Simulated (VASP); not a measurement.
Runs of VASP 6.6.1 on NaCl. The structure is that of space group Pm-3m (No. 221), or close to it. The cells are those of the table. 

```tsv
cell	gap on the mesh (eV)	pressure (GPa)
a = 3.642, b = 3.642, c = 3.502 Å, 2 atoms	3.21	(a)
a = 3.642, b = 3.642, c = 3.782 Å, 2 atoms	3.10	-5.0
a = 3.502, b = 3.502, c = 3.642 Å, 2 atoms	3.39	-3.7
a = 3.222, b = 3.222, c = 3.362 Å, 2 atoms	4.24	4.0
a = 3.362, b = 3.362, c = 3.502 Å, 2 atoms	3.76	-1.1
a = 3.782, b = 3.782, c = 3.642 Å, 2 atoms	(b)	-5.2
a = 3.222 Å, 2 atoms	4.60	6.4
a = 3.362, b = 3.362, c = 3.222 Å, 2 atoms	3.96	2.0
a = 3.642 Å, 2 atoms	3.27	-4.7
a = 3.362 Å, 2 atoms	4.04	0.2
a = 3.782 Å, 2 atoms	3.01	-5.4
a = 3.502, b = 3.502, c = 3.362 Å, 2 atoms	3.54	-2.2
```

Alike in all rows: task single point; level LDA; potentials or basis VASP PAW LDA potentials, release 64 (Na_pv, Cl); no spin polarisation; k mesh 6 × 6 × 6; cutoff (eV) 520; smearing gaussian 0.05 eV.

Q: Fill in the values left out.

A: (a) -4.3; (b) 2.96.

A k mesh can miss the band edges.
